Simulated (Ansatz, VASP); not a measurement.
SnO2: VASP beside Ansatz

Contents of INCAR:

```
SYSTEM = SnO2
  PREC = Accurate
  ENCUT = 520
  EDIFF = 1E-6
  ISMEAR = 0
  SIGMA = 0.05
  LREAL = .False.
  LASPH = .True.
  NELM = 60
  ALGO = Normal
  ISIF = 2
  LWAVE = .False.
  LCHARG = .False.
  GGA = PE
  NBANDS = 35
```

Contents of KPOINTS:

```
Automatic mesh
0
Gamma
  6 6 8
  0 0 0
```

Contents of POSCAR:

```
SnO2
1.0
    4.9815801224      0.0331081810      0.0239214520
    0.0331081810      4.9716937629     -0.0221362215
    0.0160443616     -0.0148469894      3.1817895954
Sn O
2 4
Direct
   -0.0396641440     -0.0020036592     -0.0775331418
    0.5057009385      0.4949116416      0.5050578475
    0.3127754824      0.2873047142     -0.0366439470
    0.1916582522      0.8675698270      0.4603029849
    0.6496695836      0.7374077287      0.0980490309
    0.8798598873      0.1148097477      0.5507672255
```

Input for Ansatz:

```yaml
crystal:
  lattice:
    - [4.9815801224, 0.033108181, 0.023921452]
    - [0.033108181, 4.9716937629, -0.0221362215]
    - [0.0160443616, -0.0148469894, 3.1817895954]
  atoms:
    - { symbol: Sn, position: [-0.039664144, -0.0020036592, -0.0775331418] }
    - { symbol: Sn, position: [0.5057009385, 0.4949116416, 0.5050578475] }
    - { symbol: O, position: [0.3127754824, 0.2873047142, -0.036643947] }
    - { symbol: O, position: [0.1916582522, 0.867569827, 0.4603029849] }
    - { symbol: O, position: [0.6496695836, 0.7374077287, 0.0980490309] }
    - { symbol: O, position: [0.8798598873, 0.1148097477, 0.5507672255] }
basis:
  ecutwfc: 420
kpoints:
  mp_grid: { grid: [6, 6, 8] }
hamiltonian:
  xc: pbe
scf:
  occupations: { method: gaussian, width: 0.05 }
output:
  forces: true
  stress: true
  eigenvalues: true
```

Change from the starting cell: all atoms moved at random (sigma 0.22 Å a component), cell strained at random (sigma 0.05).

Alike in both runs: task single point; functional PBE; k mesh 6 × 6 × 8; occupations gaussian, width 0.05 eV; no spin polarisation.

|  | VASP | Ansatz |
| --- | --- | --- |
| version | VASP 6.6.1 | Ansatz 0.2.0 |
| potentials or method | VASP PAW PBE potentials, release 64 (Sn_d, O), cutoff 520 eV | scalar-relativistic, plane waves, PAW |
| valence electrons in the cell | 52 | 52 |

```csv
,VASP,Ansatz,Ansatz less VASP
gap on the k mesh at the Fermi level (eV),0.08,0.10,+0.017
least direct gap on the mesh (eV),0.27,0.30,+0.035
pressure (GPa),51.4,61.7,+10.32
"traceless stress, the component that is largest in VASP (GPa)",50.56,62.76,+12.198
rms of the force components (eV/Å),16.736,20.305,+3.5689
```

Atom by atom the forces differ by 3.604 eV/Å (rms over components). The pressures are high and differ by over a tenth, so treat them with care. With one functional, cell and mesh, what is left measures potentials, basis and numerics.
